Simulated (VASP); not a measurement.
Runs of VASP 6.6.1 on W. The structure is that of space group Fm-3m (No. 225), or close to it. The cells are those of the table. 

```csv
cell,further INCAR settings,gap on the mesh (eV),pressure (GPa)
"a = 2.857, b = 2.857, c = 2.871 Å, angles 59.8, 59.8, 60.3°, 1 atom",ALGO = Fast; EDIFF = 1e-06; NBANDS = 13,none,-1.5
"a = 2.929, b = 2.929, c = 2.871 Å, angles 60.7, 60.7, 58.7°, 1 atom",ALGO = Fast; EDIFF = 1e-07; NBANDS = 13,none,-13.9
"a = 2.885, b = 2.885, c = 2.871 Å, angles 60.2, 60.2, 59.7°, 1 atom",ALGO = Fast; EDIFF = 1e-07; NBANDS = 13,none,-6.8
"a = 2.900, b = 2.900, c = 2.871 Å, angles 60.3, 60.3, 59.3°, 1 atom",ALGO = Fast; EDIFF = 1e-06; NBANDS = 13,none,(a)
```

Alike in all rows: task single point; level PBE; potentials or basis VASP PAW PBE potentials, release 64 (W_sv); no spin polarisation; k mesh 20 × 20 × 20; cutoff (eV) 520; smearing gaussian 0.15 eV.

**Question.** Fill in the values left out.

**Answer.** (a) -9.3.

Caveats: spin-orbit coupling is left out, which moves the levels of the heavy elements; the cell stands under tension (at least some runs).

A k mesh can miss the band edges, and the runs leave out spin-orbit coupling on W.

A gap of «none» marks levels without a gap at the run's occupations.
